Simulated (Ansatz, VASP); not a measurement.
## SiC: VASP beside Ansatz

The input INCAR:

```
  ALGO = Normal
  EDIFF = 1E-7
  ENCUT = 520
  GGA = PS
  ISIF = 2
  ISMEAR = 0
  LASPH = True
  LCHARG = True
  LELF = True
  LREAL = False
  LVHAR = True
  LWAVE = False
  NBANDS = 11
  NELM = 100
  PREC = Accurate
  SIGMA = 0.05
```

The input KPOINTS:

```
k-points
0
Gamma
  6 6 6
```

File POSCAR:

```
SiC
1.0
    2.6182809791      0.0000000000      0.0000000000
    0.0000000000      2.6182809791      0.0000000000
    0.0000000000      0.0000000000      2.6182809791
Si C
1 1
Direct
    0.0000000000      0.0000000000      0.0000000000
    0.5000000000      0.5000000000      0.5000000000
```

Input for Ansatz:

```yaml
crystal:
  lattice:
    - [2.6182809791, 0.0, 0.0]
    - [0.0, 2.6182809791, 0.0]
    - [0.0, 0.0, 2.6182809791]
  atoms:
    - { symbol: Si, position: [0.0, 0.0, 0.0] }
    - { symbol: C, position: [0.5, 0.5, 0.5] }
basis:
  ecutwfc: 420
kpoints:
  mp_grid: { grid: [6, 6, 6] }
hamiltonian:
  xc: pbesol
scf:
  occupations: { method: gaussian, width: 0.05 }
output:
  forces: true
  stress: true
  eigenvalues: true
```

Alike in both runs: task single point; functional PBEsol; k mesh 6 × 6 × 6; occupations gaussian, width 0.05 eV; no spin polarisation.

|  | VASP | Ansatz |
| --- | --- | --- |
| version | VASP 6.6.1 | Ansatz 0.2.0 |
| potentials or method | VASP PAW PBE potentials, release 64 (Si, C), cutoff 520 eV | scalar-relativistic, plane waves, PAW |
| valence electrons in the cell | 8 | 8 |

|  | VASP | Ansatz | Ansatz less VASP |
| --- | --- | --- | --- |
| gap on the k mesh at the Fermi level (eV) | none | none | - |
| pressure (GPa) | 0.2 | -0.1 | -0.38 |

VASP's potentials were made for PBE, not for PBEsol. A gap of «none» marks a metal or a gap that the smearing closes. The functional is the same, so the differences come from potentials, cutoffs and numerics.

The k mesh is coarse, so the values compare programs but aren't converged.
